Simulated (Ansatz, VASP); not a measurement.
## Two plane-wave programs on O

```
O
1.0
     1.40411    0.81066    3.36224
    -1.40411    0.81066    3.36224
     0.00000   -1.62133    3.36224
O
2
Direct
  0.05770 0.05770 0.05770
  0.94230 0.94230 0.94230
```

Change from the starting cell: volume scaled by 0.96, PAW files.

Alike in both runs: task electric field gradients; functional PBE; k mesh 10 × 10 × 10; occupations fermi-dirac, width 0.02 eV; no spin polarisation.

|  | VASP | Ansatz |
| --- | --- | --- |
| version | VASP 6.6.1 | Ansatz 0.2.0 |
| potentials or method | VASP PAW PBE potentials, release 64 (O) | PAW with Ansatz's default frozen-core files, scalar-relativistic |
| plane-wave cutoff (eV) | 520 | 420 |
| valence electrons in the cell | 12 | 12 |

```csv
,VASP,Ansatz,Ansatz less VASP
pressure (GPa),14.9,10.0,-4.91
"traceless stress, the component that is largest in VASP (GPa)",42.05,31.51,-10.537
rms of the force components (eV/Å),3.466,2.318,-1.1482
size of Vzz on the site where it differs most (V/Å²),113.5,112.6,-0.91
```

Atom by atom the forces differ by 1.148 eV/Å (rms over components).

Noted on VASP's run: the standard files for N, O and F lose accuracy on very short bonds; spin is off for a triplet molecule.
